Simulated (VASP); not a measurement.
A run of VASP 6.6.1 is set up as follows.

The input INCAR:

```
ALGO = Fast
EDIFF = 1E-6
ENCUT = 520
GGA = PE
ISIF = 2
ISMEAR = 0
LASPH = True
LCHARG = True
LELF = True
LREAL = False
LVHAR = True
LWAVE = False
NBANDS = 44
NELM = 100
PREC = Accurate
SIGMA = 0.15
```

The input KPOINTS:

```
k-points
0
Gamma
  14 14 14
```

Contents of POSCAR:

```
AlRu
1.0
   -3.0040847246      3.0040847246      3.0040847246
    3.0040847246     -3.0040847246      3.0040847246
    3.0040847246      3.0040847246     -3.0040847246
Al Ru
4 4
Direct
    0.0000000000      0.5000000000      0.5000000000
    0.5000000000      0.0000000000      0.5000000000
    0.5000000000      0.5000000000      0.0000000000
    0.0000000000      0.0000000000      0.0000000000
    0.5000000000      0.5000000000      0.5000000000
    0.0000000000      0.0000000000      0.5000000000
    0.0000000000      0.5000000000      0.0000000000
    0.5000000000      0.0000000000      0.0000000000
```

Potentials or basis: VASP PAW PBE potentials, release 64 (Al, Ru_pv).

Launch:

```sh
$ cat potpaw_PBE.64/Al/POTCAR potpaw_PBE.64/Ru_pv/POTCAR > POTCAR
$ mpirun -np 1 vasp_std > vasp.out
```

(1) Predict the pressure.

(2) Predict the band gap on the k mesh.

## Answers

(1) 0.1 GPa.

(2) zero (band 34 reaches 12.13 eV, above the bottom of band 35 at 9.47 eV).
